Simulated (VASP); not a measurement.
A run of VASP 6.6.1:

The input INCAR:

```
SYSTEM = Pt
  PREC = Accurate
  ENCUT = 520
  EDIFF = 1E-7
  ISMEAR = 1
  SIGMA = 0.15
  LREAL = .FALSE.
  LASPH = .TRUE.
  NELM = 80
  ALGO = Normal
  ISIF = 2
  LWAVE = .FALSE.
  LCHARG = .TRUE.
  GGA = PS
  LELF = .TRUE.
  LVHAR = .TRUE.
  NBANDS = 11
```

KPOINTS

```
regular mesh
0
G
  9 9 9
  0 0 0
```

POSCAR

```
Pt
1.0
   -1.4974300000      1.5461700000      1.5262500000
    1.5202800000     -1.5534000000      1.5563200000
    1.5175600000      1.5735300000     -1.5334800000
Pt
1
Direct
    0.0000000000      0.0000000000      0.0000000000
```

Potentials or basis: VASP PAW PBE potentials, release 64 (Pt).

The run is started by

```sh
$ cat potpaw_PBE.64/Pt/POTCAR > POTCAR
$ mpirun -np 1 vasp_std > vasp.out
```

Hardware: 1 thread of Intel(R) Xeon(R) Platinum 8488C (Sapphire Rapids) (shared host).

How long does it take, and how much memory?

It took 30 s on 1 thread of Intel(R) Xeon(R) Platinum 8488C (Sapphire Rapids) (shared host), peak memory 0.17 GiB. Counts: scf iterations 12, k points 365.
